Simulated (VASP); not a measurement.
SrTiO3, 10 atoms in the cell. The structure is tetragonal, space group I4/mcm (No. 140). The conventional cell has a = 5.511 Å, b = 5.511 Å, c = 7.796 Å, α = 90.00°, β = 90.00°, γ = 90.00°. Within 3.5 Å of Sr (site symmetry -42m) lie 12 O at 2.64 to 2.88 Å and 8 Ti at 3.38 Å. Ti (site symmetry 4/m) has 6 O at 1.95 to 1.96 Å within 2.6 Å. O (site symmetry 422) has 2 Ti at 1.95 Å within 2.6 Å. O (site symmetry m2m) has 2 Ti at 1.96 Å and 4 Sr at 2.64 to 2.88 Å and 8 O at 2.76 to 2.77 Å within 2.9 Å. 

- Program: VASP 6.6.1
- Task: electric field gradients
- Functional: LDA
- Potentials or basis: VASP PAW LDA potentials, release 64 (Sr_sv, Ti_sv, O)
- Cutoff: 520 eV
- k mesh: 8 × 8 × 8
- Occupations: fermi-dirac, width 0.02 eV
- Spin: no spin polarisation
- Dipole correction: no
- Further INCAR settings: ALGO = Normal; EDIFF = 1e-08; NBANDS = 51

Potentials or basis: VASP PAW LDA potentials, release 64 (Sr_sv, Ti_sv, O).

Launch:

```bash
$ cat potpaw_LDA.64/Sr_sv/POTCAR potpaw_LDA.64/Ti_sv/POTCAR potpaw_LDA.64/O/POTCAR > POTCAR
$ mpirun -np 1 vasp_std > vasp.out
```

Hardware: 1 thread of AMD EPYC 7R13, with other jobs on the host.

Q: How long does it take, and how much memory?

A: Wall time 18 min on 1 thread of AMD EPYC 7R13 (shared host), peak memory 0.39 GiB. Counts: scf iterations 22, k points 59.
